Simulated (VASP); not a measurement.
# SrO (Fm-3m) in VASP: further runs

SrO is run at these levels: LDA; tasks: relaxation of cell and atoms, single point.

Program: VASP 6.6.1. These are calculated values, not measurements. Logs are shortened: lines on timing, memory, paths and dates and some standing lists are left out, and cuts for length are marked.

## (1) The cell of the first run

It takes space group Fm-3m (No. 225, cubic). Conventional cell: a = 4.638 Å, b = 4.638 Å, c = 4.638 Å, α = 90.00°, β = 90.00°, γ = 90.00°. Sr (site symmetry m-3m) has 6 O at 2.32 Å within 3.1 Å. O (site symmetry m-3m) has 6 Sr at 2.32 Å within 3.1 Å.

## (2) Relaxation of cell and atoms, LDA, target pressure 50 GPa, at which the enthalpy is minimised

Input file INCAR:

```
PREC     = Accurate       # precision mode
ENCUT    = 600            # plane-wave cutoff, eV
EDIFF    = 1E-7           # SCF threshold, eV
ISMEAR   = 0              # smearing method
SIGMA    = 0.01           # smearing width, eV
LREAL    = F              # projectors in reciprocal space
LASPH    = T              # aspherical terms in the spheres
NELM     = 60             # most SCF steps
ALGO     = Normal         # electronic algorithm
ISIF     = 3              # what is computed and relaxed
LWAVE    = F              # write WAVECAR
LCHARG   = F              # write CHGCAR
GGA      = CA             # functional
IBRION   = 2              # ionic algorithm
NSW      = 80             # ionic steps
EDIFFG   = -0.001         # ionic threshold
PSTRESS  = 500.0
```

Input file KPOINTS:

```
regular mesh
0
Gamma
  10 10 10
```

Input file POSCAR:

```
SrO
1.0
    0.0000000000      2.3188118479      2.3188118479
    2.3188118479      0.0000000000      2.3188118479
    2.3188118479      2.3188118479      0.0000000000
Sr O
1 1
Direct
    0.0000000000      0.0000000000      0.0000000000
    0.5000000000      0.5000000000      0.5000000000
```

Potentials or basis: VASP PAW LDA potentials, release 64 (Sr_sv, O).

Run with:

```sh
$ cat potpaw_LDA.64/Sr_sv/POTCAR potpaw_LDA.64/O/POTCAR > POTCAR
$ mpirun -np 1 vasp_std > vasp.out
```

OUTCAR:

```text
PREC = Accurate
   ENCUT = 600
   EDIFF = 1E-7
   ISMEAR = 0
   LREAL = F
   LASPH = T
   NELM = 60
   ISIF = 3
   GGA = CA
   IBRION = 2
   NSW = 80
   EDIFFG = -0.001
   PSTRESS = 500.0

 ion  position               nearest neighbor table
   1  0.000  0.000  0.000-   2 2.32   2 2.32   2 2.32   2 2.32   2 2.32   2 2.32
   2  0.500  0.500  0.500-   1 2.32   1 2.32   1 2.32   1 2.32   1 2.32   1 2.32

  LATTYP: Found a face centered cubic cell.
 ALAT       =     4.6376236958

  Lattice vectors:

 A1 = (   0.0000000000,   2.3188118479,   2.3188118479)
 A2 = (   2.3188118479,   0.0000000000,   2.3188118479)
 A3 = (   2.3188118479,   2.3188118479,   0.0000000000)

Analysis of symmetry for initial positions (statically):
=====================================================================
 Subroutine PRICEL returns:
 Original cell was already a primitive cell.

 Routine SETGRP: Setting up the symmetry group for a
 face centered cubic supercell.

 Subroutine GETGRP returns: Found 48 space group operations
 (whereof 48 operations were pure point group operations)
 out of a pool of 48 trial point group operations.

The static configuration has the point symmetry O_h .

Analysis of symmetry for dynamics (positions and initial velocities):
=====================================================================
 Subroutine PRICEL returns:
 Original cell was already a primitive cell.

 Routine SETGRP: Setting up the symmetry group for a
 face centered cubic supercell.

 Subroutine GETGRP returns: Found 48 space group operations
 (whereof 48 operations were pure point group operations)
 out of a pool of 48 trial point group operations.

The dynamic configuration has the point symmetry O_h .

 Subroutine INISYM returns: Found 48 space group operations
 (whereof 48 operations are pure point group operations),
 and found     1 'primitive' translations

----------------------------------------------------------------------------------------

                                     Primitive cell

  volume of cell :      24.9360

  direct lattice vectors                    reciprocal lattice vectors
     0.000000000  2.318811848  2.318811848    -0.215627672  0.215627672  0.215627672
     2.318811848  0.000000000  2.318811848     0.215627672 -0.215627672  0.215627672
     2.318811848  2.318811848  0.000000000     0.215627672  0.215627672 -0.215627672

  length of vectors
     3.279295164  3.279295164  3.279295164     0.373478083  0.373478083  0.373478083

  position of ions in fractional coordinates (direct lattice)
     0.000000000  0.000000000  0.000000000
     0.500000000  0.500000000  0.500000000

  ion indices of the primitive-cell ions
   primitive index   ion index
                 1           1
                 2           2

----------------------------------------------------------------------------------------

 KPOINTS: regular mesh

Automatic generation of k-mesh.
 Grid dimensions read from file:
 generate k-points for:   10   10   10

 Generating k-lattice:

  Cartesian coordinates                     Fractional coordinates (reciprocal lattice)
    -0.021562767  0.021562767  0.021562767     0.100000000  0.000000000  0.000000000
     0.021562767 -0.021562767  0.021562767     0.000000000  0.100000000  0.000000000
     0.021562767  0.021562767 -0.021562767     0.000000000  0.000000000  0.100000000

  Length of vectors
     0.037347808  0.037347808  0.037347808

  Shift w.r.t. Gamma in fractional coordinates (k-lattice)
     0.000000000  0.000000000  0.000000000

 Subroutine IBZKPT returns following result:
 ===========================================

 Found     47 irreducible k-points:

 Following reciprocal coordinates:
            Coordinates               Weight
  0.000000  0.000000  0.000000      1.000000
  0.100000  0.000000  0.000000      8.000000
  0.200000  0.000000  0.000000      8.000000
  0.300000  0.000000  0.000000      8.000000
  0.400000  0.000000  0.000000      8.000000
  0.500000  0.000000  0.000000      4.000000
[... 16 lines left out ...]
  0.300000  0.300000  0.000000      6.000000
  0.400000  0.300000  0.000000     24.000000
 [... further k-points ...]
   k-points           NKPTS =     47   k-points in BZ     NKDIM =     47   number of bands    NBANDS=     12
   number of dos      NEDOS =    301   number of ions     NIONS =      2
   total plane-waves  NPLWV =  21952
   dimension x,y,z NGX =    28 NGY =   28 NGZ =   28
   dimension x,y,z NGXF=    56 NGYF=   56 NGZF=   56
   ions per type =               1   1
   NGX,Y,Z   is equivalent  to a cutoff of  14.19, 14.19, 14.19 a.u.
   NGXF,Y,Z  is equivalent  to a cutoff of  28.39, 28.39, 28.39 a.u.
 SYSTEM =  unknown system
   PREC   = accura    normal or accurate (medium, high low for compatibility)
   ISTART =      0    job   : 0-new  1-cont  2-samecut
   ICHARG =      2    charge: 1-file 2-atom 10-const
   ISPIN  =      1    spin polarized calculation?
   LNONCOLLINEAR =      F non collinear calculations
   LSORBIT =      F    spin-orbit coupling
   LASPH  =      T    aspherical Exc in radial PAW
   ENCUT  =  600.0 eV  44.10 Ry    6.64 a.u.   6.55  6.55  6.55*2*pi/ulx,y,z
   NELM   =     60;   NELMIN=  2; NELMDL= -5     # of ELM steps
   EDIFF  = 0.1E-06   stopping-criterion for ELM
   LREAL  =      F    real-space projection
   EDIFFG = -.1E-02   stopping-criterion for IOM
   NSW    =     80    number of steps for IOM
   IBRION =      2    ionic relax: 0-MD 1-quasi-New 2-CG
   NFREE  =      1    steps in history (QN), initial steepest desc. (CG)
   ISIF   =      3    stress and relaxation
   ISYM   =      2    0-nonsym 1-usesym 2-fastsym
   POTIM  = 0.5000    time-step for ionic-motion
   TEBEG  =    0.0;   TEEND  =   0.0 temperature during run
   PSTRESS=  500.0 pullay stress
   NELECT =      16.0000    total number of electrons
   NUPDOWN=      -1.0000    fix difference up-down
   EMIN   =  10.00;   EMAX   =-10.00  energy-range for DOS
   EFERMI =   0.00;   METHOD = LEGACY
   ISMEAR =     0;   SIGMA  =   0.01  broadening in eV -4-tet -1-fermi 0-gaus
   EFERMI_NEDOS =   21; number of points for ismear=-14 and -15
   IALGO  =     38    algorithm
   IMIX   =      4    mixing-type and parameters
     AMIX     =   0.40;   BMIX     =  1.00
     AMIX_MAG =   1.60;   BMIX_MAG =  1.00
  volume/ion in A,a.u.               =      12.47        84.14
  Fermi-wavevector in a.u.,A,eV,Ry     =   1.412015  2.668321 27.127111  1.993786
  Thomas-Fermi vector in A             =   2.533807
   LORBIT       =      0    0 simple, 1 ext, 2 COOP (PROOUT), +10 PAW based schemes
   GGA     = CA    functional components
   LHFCALC =     F    Hartree Fock is set to
   AEXX    =    0.0000 exact exchange contribution
   IVDW    =     0    specifies the selected vdW correction
   LEPSILON=     F    determine dielectric tensor
   LRPA    =     F    only Hartree local field effects (RPA)
 conjugate gradient relaxation of ions
 non-spin polarized calculation
 Gauss-broadening in eV      SIGMA  =   0.01
  energy-cutoff  :      600.00
  volume of cell :       24.94
 maximum number of plane-waves:       869
 NGX is ok and might be reduce to    28
   NGX = 13   NGY = 13   NGZ = 13

--------------------------------------- Ionic step        1  -------------------------------------------

 number of electron      16.0000001 magnetization

 Free energy of the ion-electron system (eV)
  ---------------------------------------------------
  ext. energy  EPLUGINS =         0.00000000
  ---------------------------------------------------
  free energy    TOTEN  =       -12.38699474 eV

  energy without entropy =      -12.38699474  energy(sigma->0) =      -12.38699474

------------------------ aborting loop because EDIFF is reached ----------------------------------------

  FORCE on cell =-STRESS in cart. coord.  units (eV):
  Direction    XX          YY          ZZ          XY          YZ          ZX
  --------------------------------------------------------------------------------------
  -------------------------------------------------------------------------------------
  Total        8.1730858      8.1730858      8.1730858     -0.0000000      0.0000000      0.0000000
  in kB      525.1339671    525.1339671    525.1339671     -0.0000000      0.0000000      0.0000000
  external PRESSURE =      25.1339671 kB  Pullay stress =     500.0000000 kB
[... 93 lines left out ...]
  FREE ENERGIE OF THE ION-ELECTRON SYSTEM (eV)
  ---------------------------------------------------
  free  energy   TOTEN  =       -12.4529882426 eV

  energy  without entropy=      -12.4529882426  energy(sigma->0) =      -12.45298824

  enthalpy is  TOTEN    =        -4.6066838535 eV   P V=        7.8463043891

[... ionic steps 4 to 14 ...]

--------------------------------------- Ionic step       15  -------------------------------------------

 number of electron      16.0000001 magnetization

------------------------ aborting loop because EDIFF is reached ----------------------------------------

  FORCE on cell =-STRESS in cart. coord.  units (eV):
  Direction    XX          YY          ZZ          XY          YZ          ZX
  --------------------------------------------------------------------------------------
  -------------------------------------------------------------------------------------
  Total        7.8491666      7.8491666      7.8491666     -0.0000000     -0.0000000     -0.0000000
  in kB      500.2480460    500.2480460    500.2480460     -0.0000000     -0.0000000     -0.0000000
  external PRESSURE =       0.2480460 kB  Pullay stress =     500.0000000 kB
[... 61 lines left out ...]
  enthalpy is  TOTEN    =        -4.6066839369 eV   P V=        7.8454999645

--------------------------------------- Ionic step       17  -------------------------------------------

 number of electron      16.0000001 magnetization

 Free energy of the ion-electron system (eV)
  ---------------------------------------------------
  ext. energy  EPLUGINS =         0.00000000
  ---------------------------------------------------
  free energy    TOTEN  =       -12.45263464 eV

  energy without entropy =      -12.45263464  energy(sigma->0) =      -12.45263464

 E-fermi :   3.7768     XC(G=0): -12.0158

 val. band max:        3.6042031228   @ k =   0.5000   0.5000   0.0000
 cond. band min:       5.7391231012   @ k =   0.5000   0.5000   0.0000
 fundamental gap:      2.1349199783
 Fermi energy:         3.7767829329

 k-point     1 :       0.0000    0.0000    0.0000
  band No.  band energies     occupation
      1     -28.2968      2.00000
      2     -11.9544      2.00000
      3      -9.4262      2.00000
      4      -9.4262      2.00000
      5      -9.4262      2.00000
      6       3.1309      2.00000
      7       3.1309      2.00000
      8       3.1309      2.00000
      9       9.4878      0.00000
     10       9.7150      0.00000
     11       9.7150      0.00000
     12       9.7150      0.00000
[... 331 lines left out ...]
 k-point    24 :       0.4000    0.3000    0.0000
  band No.  band energies     occupation
      1     -27.7664      2.00000
      2     -13.3572      2.00000
      3     -10.3909      2.00000
      4     -10.1447      2.00000
      5      -9.6479      2.00000
      6       2.2595      2.00000
      7       2.9680      2.00000
      8       3.0510      2.00000
      9       6.6762      0.00000
     10      12.8403      0.00000
     11      14.7736      0.00000
     12      14.8172      0.00000

 [... further k-points ...]
[... 5 lines left out ...]
  --------------------------------------------------------------------------------------
  -------------------------------------------------------------------------------------
  Total        7.8470399      7.8470399      7.8470399      0.0000000      0.0000000      0.0000000
  in kB      500.0694118    500.0694118    500.0694118      0.0000000      0.0000000      0.0000000
  external PRESSURE =       0.0694118 kB  Pullay stress =     500.0000000 kB
[... 17 lines left out ...]
  FREE ENERGIE OF THE ION-ELECTRON SYSTEM (eV)
  ---------------------------------------------------
  free  energy   TOTEN  =       -12.4526346382 eV

  energy  without entropy=      -12.4526346382  energy(sigma->0) =      -12.45263464

  enthalpy is  TOTEN    =        -4.6066839328 eV   P V=        7.8459507054

 reached required accuracy - stopping structural energy minimisation
```

Run time: 60 s. Hardware: 1 thread of AMD EPYC 9R14 (Zen 4), shared host; peak memory 0.13 GiB.

Results:

```yaml
Free_energy: -12.4526 eV
Relaxed_volume: 12.57 Å³/atom
Relaxed_cell: a = 3.288 Å, b = 3.288 Å, c = 3.288 Å, α = 60.00°, β = 60.00°, γ = 60.00°
Space_group_after_relaxing_to_0.05_Å: Fm-3m (No. 225)
Energy_change_on_relaxing_the_enthalpy_is_what_falls: -32.8 meV/atom
Ionic_steps: 17
Pressure_after_relaxing: 50.0 GPa
Band_gap_on_the_k_mesh: 2.13 eV, direct
```

The path:
```csv
step,energy change (eV),largest force (eV/Å),pressure (GPa),volume (Å³)
1,0.0000,0.0000,52.51,24.94
2,-0.2146,0.0000,44.17,25.65
3,-0.0660,0.0000,49.98,25.14
4,-0.0647,0.0000,50.02,25.14
5,-0.0647,0.0000,50.03,25.14
6,-0.0647,0.0000,50.03,25.14
7,-0.0647,0.0000,50.03,25.14
8,-0.0647,0.0000,50.03,25.14
9,-0.0647,0.0000,50.03,25.14
10,-0.0647,0.0000,50.03,25.14
11,-0.0648,0.0000,50.03,25.14
12,-0.0648,0.0000,50.03,25.14
13,-0.0648,0.0000,50.03,25.14
14,-0.0649,0.0000,50.03,25.14
15,-0.0650,0.0000,50.02,25.14
16,-0.0652,0.0000,50.02,25.14
17,-0.0656,0.0000,50.01,25.14
```

Final structure:
```yaml
crystal:
  lattice:
    - [0.00000, 2.32516, 2.32516]
    - [2.32516, 0.00000, 2.32516]
    - [2.32516, 2.32516, 0.00000]
  atoms:
    - { symbol: Sr, position: [0.00000, 0.00000, 0.00000] }
    - { symbol: O, position: [0.50000, 0.50000, 0.50000] }
```

Caveat: the cell is relaxed towards a set pressure, so the enthalpy falls and the energy may rise. A k mesh can miss the band edges.

## (3) Single point, LDA

Input file INCAR:

```
SYSTEM = SrO
PREC = Accurate
ENCUT = 520
EDIFF = 1E-7
ISMEAR = 0
SIGMA = 0.01
LREAL = .False.
LASPH = .True.
NELM = 100
ALGO = Normal
ISIF = 2
LWAVE = .False.
LCHARG = .False.
GGA = CA
NBANDS = 15
ISYM = 0
```

Input file KPOINTS:

```
Automatic mesh
0
Gamma
  10 10 10
  0.5 0.5 0.5
```

POSCAR is that of step 2.

Potentials or basis: VASP PAW LDA potentials, release 64 (Sr_sv, O).

Run with:

```sh
$ cat potpaw_LDA.64/Sr_sv/POTCAR potpaw_LDA.64/O/POTCAR > POTCAR
$ mpirun -np 1 vasp_std > vasp.out
```

Run time: 6.6 min. Hardware: 1 thread of AMD EPYC 9R14 (Zen 4), shared host; peak memory 0.74 GiB.

Results (log left out):

```yaml
Free_energy: -12.3835 eV
Pressure: 52.7 GPa
Band_gap_on_the_k_mesh: 2.26 eV, direct
```

Levels at points of the mesh, in eV from the valence-band top:
| k point | band 4 | band 5 | band 6 | band 7 | band 8 | band 9 | band 10 | band 11 | band 12 | band 13 |
| --- | --- | --- | --- | --- | --- | --- | --- | --- | --- | --- |
| (0.05, 0.05, 0.05) | -12.98 | -12.90 | -0.55 | -0.51 | -0.51 | 6.10 | 6.13 | 6.21 | 6.21 | 9.30 |
